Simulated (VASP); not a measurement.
Input of a VASP 6.6.1 run:

Contents of INCAR:

```
SYSTEM = Re
PREC = Accurate
ENCUT = 600
EDIFF = 1E-6
ISMEAR = -1
SIGMA = 0.05
LREAL = .False.
LASPH = .True.
NELM = 150
ALGO = Normal
ISIF = 3
LWAVE = .False.
LCHARG = .False.
LNONCOLLINEAR = .True.
MAGMOM = 0 0 0
LORBIT = 11
LSORBIT = .True.
GGA_COMPAT = .False.
LORBMOM = .True.
LMAXMIX = 4
GGA = PE
IBRION = 2
NSW = 60
EDIFFG = -0.005
```

Contents of KPOINTS:

```
regular mesh
0
Gamma
  18 18 18
  0 0 0
```

The input POSCAR:

```
Re
1.0
    0.0000000000      1.9554744261      1.9554744261
    1.9554744261      0.0000000000      1.9554744261
    1.9554744261      1.9554744261      0.0000000000
Re
1
Direct
    0.0000000000      0.0000000000      0.0000000000
```

Potentials or basis: VASP PAW PBE potentials, release 64 (Re).

The run is started by

```sh
$ cat potpaw_PBE.64/Re/POTCAR > POTCAR
$ mpirun -np 1 vasp_ncl > vasp.out
```

(1) Predict the relaxed cell.

(2) Predict the space group after relaxing (to 0.1 Å).

Answers

(1) a = 2.769 Å, b = 2.769 Å, c = 2.769 Å, α = 60.00°, β = 60.00°, γ = 60.00°.

(2) Fm-3m (No. 225).
